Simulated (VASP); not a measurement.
## WS2: single point with PBEsol+D3(BJ)

WS2:

```
W S
1.0
     3.11471    0.00000    0.00000
    -1.55735    2.69742    0.00000
     0.00000    0.00000   12.01204
W S
2 4
Direct
  0.33333 0.66667 0.74978
  0.66667 0.33333 0.25022
  0.33333 0.66667 0.11907
  0.66667 0.33333 0.61862
  0.33333 0.66667 0.38138
  0.66667 0.33333 0.88093
```

```
Program                : VASP 6.6.1
Task                   : single point
Functional             : PBEsol
Dispersion             : D3(BJ)
Potentials or basis    : VASP PAW PBE potentials, release 64 (W_sv, S)
Cutoff                 : 520 eV
k mesh                 : 12 × 12 × 4
Occupations            : gaussian, width 0.02 eV
Spin                   : no spin polarisation
Dipole correction      : no
Further INCAR settings : ALGO = Normal; EDIFF = 1e-06; NBANDS = 35
```

```json
{
  "Pressure": "-0.6 GPa",
  "Largest force": "0.025 eV/Å",
  "Band gap on the k mesh": "0.80 eV (least direct gap 1.96 eV)",
  "Dispersion energy per atom": "-0.407 eV"
}
```

Forces in eV/Å, atoms in the order of the input:
```
W    0.000  0.000  0.002
W    0.000  0.000 -0.002
S    0.000  0.000 -0.025
S    0.000  0.000 -0.021
S    0.000  0.000  0.021
S    0.000  0.000  0.025
```

Stress tensor (GPa, compression positive):
```
-0.12  0.00  0.00
 0.00 -0.12  0.00
 0.00  0.00 -1.48
```

Levels at points of the mesh, in eV from the valence-band top:
```
           k point  band 22  band 23  band 24  band 25  band 26  band 27  band 28  band 29  band 30  band 31
(0.00, 0.00, 0.00)    -2.15    -2.15    -1.48    -1.38     0.00     2.36     2.36     2.37     2.37     2.37
(0.50, 0.00, 0.00)    -2.87    -1.97    -1.85    -1.68    -1.62     2.44     2.50     2.56     3.04     3.06
(0.00, 0.00, 0.50)    -2.19    -2.19    -2.19    -0.33    -0.32     2.34     2.34     2.34     2.34     2.53
(0.50, 0.00, 0.50)    -3.06    -1.83    -1.82    -1.72    -1.71     2.47     2.47     2.84     2.84     3.40
```

Wall time 4.5 min on 1 thread of Intel Xeon 8259CL, with other jobs on the host, peak memory 0.35 GiB.

Caveat: the PAW data sets were made with another functional, which shifts forces and pressure a little; spin-orbit coupling is left out, which moves the levels of the heavy elements. A k mesh can miss the band edges.
